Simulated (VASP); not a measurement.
NaF:

```
Na F
1.0
     0.00000    2.53126    2.53126
     2.53126    0.00000    2.53126
     2.53126    2.53126    0.00000
Na F
1 1
Direct
  0.00000 0.00000 0.00000
  0.25000 0.25000 0.25000
```

Program: VASP 6.6.1. Alike in all runs: task single point; potentials or basis VASP PAW PBE potentials, release 64 (Na_pv, F); no spin polarisation; cell as given; k mesh 6 × 6 × 6; cutoff (eV) 520; smearing gaussian 0.01 eV.

Order these runs on this cell by their band gap on the k mesh, lowest first.
A. level PBE
B. level PBE0; grid for exact exchange (PRECFOCK) Normal; share of exact exchange 0.25
C. level HSE06; grid for exact exchange (PRECFOCK) Normal; share of exact exchange 0.25; screening parameter 0.2079 1/Å
D. level r2SCAN

A (5.61 eV), D (6.27 eV), C (7.64 eV), B (8.42 eV).
